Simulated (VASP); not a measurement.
# EuSb (F-43m) in VASP: single point with r2SCAN

Aim: the single point of EuSb with r2SCAN.

Program: VASP 6.6.1. These are calculated values, not measurements. Logs are shortened: lines on timing, memory, paths and dates and some standing lists are left out, and cuts for length are marked.

### 1 The cell of the first run

Symmetry: F-43m, No. 216, cubic system. The conventional cell has a = 7.267 Å, b = 7.267 Å, c = 7.267 Å, α = 90.00°, β = 90.00°, γ = 90.00°. Within 4.1 Å of Eu (site symmetry -43m) lie 4 Sb at 3.15 Å. Sb (site symmetry -43m) has 4 Eu at 3.15 Å within 4.1 Å.

### 2 Single point, r2SCAN, collinear spin, ferromagnetic start

The input, POSCAR:

```
EuSb
1.0
    0.0000000000      3.6334638881      3.6334638881
    3.6334638881      0.0000000000      3.6334638881
    3.6334638881      3.6334638881      0.0000000000
Eu Sb
1 1
Direct
    0.0000000000      0.0000000000      0.0000000000
    0.2500000000      0.2500000000      0.2500000000
```

The input, INCAR.step1:

```
SYSTEM = EuSb
PREC = Accurate ; ENCUT = 520
ISMEAR = 0 ; SIGMA = 0.05
LREAL = .False. ; LASPH = .True.
NELM = 150 ; ISPIN = 2
MAGMOM = 6 0 ; LMAXMIX = 6
NBANDS = 22 ; GGA = PE
ALGO = Normal ; EDIFF = 1E-4
LWAVE = .True. ; LCHARG = .False.
```

The input, INCAR.step2:

```
SYSTEM = EuSb
PREC = Accurate ; ENCUT = 520
EDIFF = 1E-6 ; ISMEAR = 0
SIGMA = 0.05 ; LREAL = .False.
LASPH = .True. ; NELM = 150
ALGO = Normal ; ISIF = 2
LWAVE = .False. ; LCHARG = .False.
ISPIN = 2 ; MAGMOM = 6 0
LORBIT = 11 ; LMAXMIX = 6
METAGGA = R2SCAN ; LMIXTAU = .True.
NBANDS = 22 ; ISTART = 1
```

The input, KPOINTS:

```
Automatic mesh
0
Gamma
  8 8 8
  0 0 0
```

Potentials or basis: VASP PAW PBE potentials, release 64 (Eu, Sb).

Command:

```
> cat potpaw_PBE.64/Eu/POTCAR potpaw_PBE.64/Sb/POTCAR > POTCAR
> cp INCAR.step1 INCAR
> mpirun -np 1 vasp_std > vasp.out
> cp INCAR.step2 INCAR
> mpirun -np 1 vasp_std > vasp.out
```

OUTCAR:

```text
SYSTEM = EuSb
   PREC = Accurate
   ENCUT = 520
   EDIFF = 1E-6
   ISMEAR = 0
   LREAL = .False.
   LASPH = .True.
   NELM = 150
   ISIF = 2
   ISPIN = 2
   LORBIT = 11
   METAGGA = R2SCAN
   ISTART = 1

 ion  position               nearest neighbor table
   1  0.000  0.000  0.000-   2 3.15   2 3.15   2 3.15   2 3.15
   2  0.250  0.250  0.250-   1 3.15   1 3.15   1 3.15   1 3.15

  LATTYP: Found a face centered cubic cell.
 ALAT       =     7.2669277762

  Lattice vectors:

 A1 = (   0.0000000000,   3.6334638881,   3.6334638881)
 A2 = (   3.6334638881,   0.0000000000,   3.6334638881)
 A3 = (   3.6334638881,   3.6334638881,   0.0000000000)

Analysis of symmetry for initial positions (statically):
=====================================================================
 Subroutine PRICEL returns:
 Original cell was already a primitive cell.

 Routine SETGRP: Setting up the symmetry group for a
 face centered cubic supercell.

 Subroutine GETGRP returns: Found 24 space group operations
 (whereof 24 operations were pure point group operations)
 out of a pool of 48 trial point group operations.

The static configuration has the point symmetry T_d .

Analysis of symmetry for dynamics (positions and initial velocities):
=====================================================================
 Subroutine PRICEL returns:
 Original cell was already a primitive cell.

 Routine SETGRP: Setting up the symmetry group for a
 face centered cubic supercell.

 Subroutine GETGRP returns: Found 24 space group operations
 (whereof 24 operations were pure point group operations)
 out of a pool of 48 trial point group operations.

The dynamic configuration has the point symmetry T_d .

Analysis of structural, dynamic, and magnetic symmetry:
=====================================================================
 Subroutine PRICEL returns:
 Original cell was already a primitive cell.

 Routine SETGRP: Setting up the symmetry group for a
 face centered cubic supercell.

 Subroutine GETGRP returns: Found 24 space group operations
 (whereof 24 operations were pure point group operations)
 out of a pool of 48 trial point group operations.

The overall configuration has the point symmetry T_d .

 Subroutine INISYM returns: Found 24 space group operations
 (whereof 24 operations are pure point group operations),
 and found     1 'primitive' translations

----------------------------------------------------------------------------------------

                                     Primitive cell

  volume of cell :      95.9384

  direct lattice vectors                    reciprocal lattice vectors
     0.000000000  3.633463888  3.633463888    -0.137609734  0.137609734  0.137609734
     3.633463888  0.000000000  3.633463888     0.137609734 -0.137609734  0.137609734
     3.633463888  3.633463888  0.000000000     0.137609734  0.137609734 -0.137609734

  length of vectors
     5.138493909  5.138493909  5.138493909     0.238347051  0.238347051  0.238347051

  position of ions in fractional coordinates (direct lattice)
     0.000000000  0.000000000  0.000000000
     0.250000000  0.250000000  0.250000000

  ion indices of the primitive-cell ions
   primitive index   ion index
                 1           1
                 2           2

----------------------------------------------------------------------------------------

 KPOINTS: Automatic mesh

Automatic generation of k-mesh.
 Grid dimensions read from file:
 generate k-points for:    8    8    8

 Generating k-lattice:

  Cartesian coordinates                     Fractional coordinates (reciprocal lattice)
    -0.017201217  0.017201217  0.017201217     0.125000000  0.000000000  0.000000000
     0.017201217 -0.017201217  0.017201217     0.000000000  0.125000000  0.000000000
     0.017201217  0.017201217 -0.017201217     0.000000000  0.000000000  0.125000000

  Length of vectors
     0.029793381  0.029793381  0.029793381

  Shift w.r.t. Gamma in fractional coordinates (k-lattice)
     0.000000000  0.000000000  0.000000000

 Subroutine IBZKPT returns following result:
 ===========================================

 Found     29 irreducible k-points:

 Following reciprocal coordinates:
            Coordinates               Weight
  0.000000  0.000000  0.000000      1.000000
  0.125000  0.000000  0.000000      8.000000
  0.250000  0.000000  0.000000      8.000000
  0.375000  0.000000  0.000000      8.000000
  0.500000  0.000000  0.000000      4.000000
  0.125000  0.125000  0.000000      6.000000
[... 16 lines left out ...]
  0.500000  0.250000  0.125000     48.000000
 -0.375000  0.250000  0.125000     24.000000
 [... further k-points ...]
   k-points           NKPTS =     29   k-points in BZ     NKDIM =     29   number of bands    NBANDS=     22
   number of dos      NEDOS =    301   number of ions     NIONS =      2
   total plane-waves  NPLWV =  64000
   dimension x,y,z NGX =    40 NGY =   40 NGZ =   40
   dimension x,y,z NGXF=    80 NGYF=   80 NGZF=   80
   ions per type =               1   1
   NGX,Y,Z   is equivalent  to a cutoff of  12.94, 12.94, 12.94 a.u.
   NGXF,Y,Z  is equivalent  to a cutoff of  25.88, 25.88, 25.88 a.u.
 SYSTEM =  EuSb
   PREC   = accura    normal or accurate (medium, high low for compatibility)
   ISTART =      1    job   : 0-new  1-cont  2-samecut
   ICHARG =      0    charge: 1-file 2-atom 10-const
   ISPIN  =      2    spin polarized calculation?
   LNONCOLLINEAR =      F non collinear calculations
   LSORBIT =      F    spin-orbit coupling
   LASPH  =      T    aspherical Exc in radial PAW
   ENCUT  =  520.0 eV  38.22 Ry    6.18 a.u.   9.55  9.55  9.55*2*pi/ulx,y,z
   NELM   =    150;   NELMIN=  2; NELMDL=  0     # of ELM steps
   EDIFF  = 0.1E-05   stopping-criterion for ELM
   LREAL  =      F    real-space projection
   EDIFFG = 0.1E-04   stopping-criterion for IOM
   NSW    =      0    number of steps for IOM
   IBRION =     -1    ionic relax: 0-MD 1-quasi-New 2-CG
   NFREE  =      0    steps in history (QN), initial steepest desc. (CG)
   ISIF   =      2    stress and relaxation
   ISYM   =      2    0-nonsym 1-usesym 2-fastsym
   POTIM  = 0.5000    time-step for ionic-motion
   TEBEG  =    0.0;   TEEND  =   0.0 temperature during run
   PSTRESS=    0.0 pullay stress
   NELECT =      22.0000    total number of electrons
   NUPDOWN=      -1.0000    fix difference up-down
   EMIN   =  10.00;   EMAX   =-10.00  energy-range for DOS
   EFERMI =   0.00;   METHOD = LEGACY
   ISMEAR =     0;   SIGMA  =   0.05  broadening in eV -4-tet -1-fermi 0-gaus
   EFERMI_NEDOS =   21; number of points for ismear=-14 and -15
   IALGO  =     38    algorithm
   IMIX   =      4    mixing-type and parameters
     AMIX     =   0.40;   BMIX     =  1.00
     AMIX_MAG =   1.60;   BMIX_MAG =  1.00
  volume/ion in A,a.u.               =      47.97       323.71
  Fermi-wavevector in a.u.,A,eV,Ry     =   1.002040  1.893580 13.661383  1.004083
  Thomas-Fermi vector in A             =   2.134501
   LORBIT       =     11    0 simple, 1 ext, 2 COOP (PROOUT), +10 PAW based schemes
   METAGGA = R2SCAN    functional components
   LHFCALC =     F    Hartree Fock is set to
   AEXX    =    0.0000 exact exchange contribution
   IVDW    =     0    specifies the selected vdW correction
   LEPSILON=     F    determine dielectric tensor
   LRPA    =     F    only Hartree local field effects (RPA)
 spin polarized calculation
 Gauss-broadening in eV      SIGMA  =   0.05
  energy-cutoff  :      520.00
  volume of cell :       95.94
 maximum number of plane-waves:      2637
 NGX is ok and might be reduce to    40
   NGX = 19   NGY = 19   NGZ = 19

 number of electron      21.9999996 magnetization       5.9999997

 Free energy of the ion-electron system (eV)
  ---------------------------------------------------
  ext. energy  EPLUGINS =         0.00000000
  ---------------------------------------------------
  free energy    TOTEN  =       -66.34682360 eV

  energy without entropy =      -66.34135508  energy(sigma->0) =      -66.34408934

 E-fermi :   0.9831     XC(G=0):  -8.0193

 val. band max:        0.9507615687   @ k =   0.5000   0.3750   0.1250
 cond. band min:       0.9883333198   @ k =   0.3750   0.0000   0.0000
 fundamental gap:      0.0375717511
 Fermi energy:         0.9831348850

 spin component 1

 k-point     1 :       0.0000    0.0000    0.0000
  band No.  band energies     occupation
      1     -41.6482      1.00000
      2     -19.6945      1.00000
      3     -19.6945      1.00000
      4     -19.6945      1.00000
      5      -7.0246      1.00000
      6       0.2895      1.00000
[... 14 lines left out ...]
     21       7.4109      0.00000
     22       8.5902      0.00000

 k-point     2 :       0.1250    0.0000    0.0000
  band No.  band energies     occupation
      1     -41.6481      1.00000
      2     -19.7000      1.00000
      3     -19.6953      1.00000
      4     -19.6953      1.00000
      5      -6.9627      1.00000
      6       0.1716      1.00000
[... 14 lines left out ...]
     21       7.4371      0.00000
     22       8.0454      0.00000

 k-point     3 :       0.2500    0.0000    0.0000
  band No.  band energies     occupation
      1     -41.6478      1.00000
      2     -19.7133      1.00000
      3     -19.6972      1.00000
      4     -19.6972      1.00000
      5      -6.8091      1.00000
      6      -0.1365      1.00000
[... 14 lines left out ...]
     21       6.9869      0.00000
     22       7.6731      0.00000
[... 476 lines left out ...]
 k-point    23 :       0.5000    0.2500    0.1250
  band No.  band energies     occupation
      1     -41.6474      1.00000
      2     -19.7259      1.00000
      3     -19.7067      1.00000
      4     -19.7015      1.00000
      5      -6.5614      1.00000
      6      -0.3230      1.00000
[... 14 lines left out ...]
     21       6.8423      0.00000
     22       8.3629      0.00000

 k-point    24 :      -0.3750    0.2500    0.1250
  band No.  band energies     occupation
      1     -41.6473      1.00000
      2     -19.7292      1.00000
      3     -19.7079      1.00000
      4     -19.7025      1.00000
      5      -6.5062      1.00000
      6      -0.3009      1.00000
[... 14 lines left out ...]
     21       6.8524      0.00000
     22       9.1225      0.00000

 [... further k-points ...]

 spin component 2

 k-point     1 :       0.0000    0.0000    0.0000
  band No.  band energies     occupation
      1     -38.0905      1.00000
      2     -17.2400      1.00000
      3     -17.2400      1.00000
      4     -17.2400      1.00000
      5      -7.5099      1.00000
      6       0.3405      1.00000
[... 14 lines left out ...]
     21       8.1361      0.00000
     22       9.2079      0.00000

 k-point     2 :       0.1250    0.0000    0.0000
  band No.  band energies     occupation
      1     -38.0903      1.00000
      2     -17.2504      1.00000
      3     -17.2414      1.00000
      4     -17.2414      1.00000
      5      -7.4474      1.00000
      6       0.1245      1.00000
[... 14 lines left out ...]
     21       8.2238      0.00000
     22       8.6093      0.00000

 k-point     3 :       0.2500    0.0000    0.0000
  band No.  band energies     occupation
      1     -38.0898      1.00000
      2     -17.2753      1.00000
      3     -17.2446      1.00000
      4     -17.2446      1.00000
      5      -7.2936      1.00000
      6      -0.2533      1.00000
[... 14 lines left out ...]
     21       7.8438      0.00000
     22       8.2231      0.00000
[... 476 lines left out ...]
 k-point    23 :       0.5000    0.2500    0.1250
  band No.  band energies     occupation
      1     -38.0890      1.00000
      2     -17.2996      1.00000
      3     -17.2612      1.00000
      4     -17.2521      1.00000
      5      -7.0483      1.00000
      6      -0.4314      1.00000
[... 14 lines left out ...]
     21       7.6726      0.00000
     22       8.8424      0.00000

 k-point    24 :      -0.3750    0.2500    0.1250
  band No.  band energies     occupation
      1     -38.0888      1.00000
      2     -17.3059      1.00000
      3     -17.2634      1.00000
      4     -17.2539      1.00000
      5      -6.9944      1.00000
      6      -0.4015      1.00000
[... 14 lines left out ...]
     21       7.7127      0.00000
     22       9.5510      0.00000

 [... further k-points ...]

------------------------ aborting loop because EDIFF is reached ----------------------------------------

  FORCE on cell =-STRESS in cart. coord.  units (eV):
  Direction    XX          YY          ZZ          XY          YZ          ZX
  --------------------------------------------------------------------------------------
  -------------------------------------------------------------------------------------
  Total       -0.1259092     -0.1259092     -0.1259092     -0.0000000     -0.0000000      0.0000000
  in kB       -2.1026917     -2.1026917     -2.1026917     -0.0000000     -0.0000000      0.0000000
  external PRESSURE =      -2.1026917 kB  Pullay stress =       0.0000000 kB

 VOLUME and BASIS-vectors are now :
 -----------------------------------------------------------------------------
  energy-cutoff  :      520.00
  volume of cell :       95.94
      direct lattice vectors                 reciprocal lattice vectors
     0.000000000  3.633463888  3.633463888    -0.137609734  0.137609734  0.137609734
     3.633463888  0.000000000  3.633463888     0.137609734 -0.137609734  0.137609734
     3.633463888  3.633463888  0.000000000     0.137609734  0.137609734 -0.137609734

 POSITION                                       TOTAL-FORCE (eV/Angst)
 -----------------------------------------------------------------------------------
      0.00000      0.00000      0.00000        -0.000000     -0.000000      0.000000
      1.81673      1.81673      1.81673         0.000000      0.000000     -0.000000
 -----------------------------------------------------------------------------------
    total drift:                                0.000000      0.000000      0.000000

  FREE ENERGIE OF THE ION-ELECTRON SYSTEM (eV)
  ---------------------------------------------------
  free  energy   TOTEN  =       -66.3468236010 eV

  energy  without entropy=      -66.3413550817  energy(sigma->0) =      -66.34408934

 total charge

# of ion       s       p       d       f       tot
--------------------------------------------------
    1        2.060   5.768   0.305   6.559  14.691
    2        1.120   1.398   0.004   0.000   2.521
--------------------------------------------------
tot          3.180   7.166   0.308   6.559  17.213

 magnetization (x)

# of ion       s       p       d       f       tot
--------------------------------------------------
    1       -0.016  -0.205   0.024   6.535   6.339
    2       -0.016  -0.284   0.001   0.000  -0.299
--------------------------------------------------
tot         -0.031  -0.489   0.025   6.535   6.040
```

Wall time 8.6 min (1 thread of Intel Xeon Platinum 8259CL at 2.50GHz (Skylake/Cascade Lake), shared host); peak memory 0.38 GiB.

Results:

- Free energy: -66.3468 eV
- Pressure: -0.2 GPa
- Band gap on the k mesh: zero (filled and empty bands overlap)
- Net moment: 6.00 μB per cell
- Site moments: Eu +6.34; Sb -0.30 μB
- Valence electrons inside the program's atomic spheres: Eu 14.69; Sb 2.52

Levels at points of the mesh, in eV from the Fermi level:
Spin up:
| k point | band 10 | band 11 | band 12 | band 13 | band 14 | band 15 | band 16 | band 17 | band 18 | band 19 |
| --- | --- | --- | --- | --- | --- | --- | --- | --- | --- | --- |
| (0.00, 0.00, 0.00) | -0.29 | -0.29 | -0.29 | -0.16 | -0.16 | -0.16 | 2.78 | 3.35 | 3.35 | 6.43 |
| (0.50, 0.00, 0.00) | -0.45 | -0.36 | -0.36 | -0.28 | 0.02 | 0.02 | 3.30 | 3.62 | 3.62 | 4.74 |
| (0.50, 0.50, 0.00) | -0.42 | -0.40 | -0.40 | -0.31 | 0.26 | 0.26 | 1.88 | 3.14 | 4.09 | 4.15 |
Spin down:
```tsv
k point	band 5	band 6	band 7	band 8	band 9	band 10	band 11	band 12
(0.00, 0.00, 0.00)	-8.49	-0.64	-0.64	-0.64	2.77	4.08	4.08	5.57
(0.50, 0.00, 0.00)	-8.05	-1.58	-0.44	-0.44	3.82	4.27	4.27	4.57
(0.50, 0.50, 0.00)	-7.90	-1.79	-0.24	-0.24	2.24	3.64	4.92	4.92
```

Caveat: the PAW data sets were made with another functional, which shifts forces and pressure a little; spin-orbit coupling is left out, which moves the levels of the heavy elements; a cell with one magnetic atom can't hold antiferromagnetic order, which such compounds often take; semilocal functionals describe open f shells poorly, which spoils levels, moments and volumes. The state reached can hang on the start; a lower one may exist.
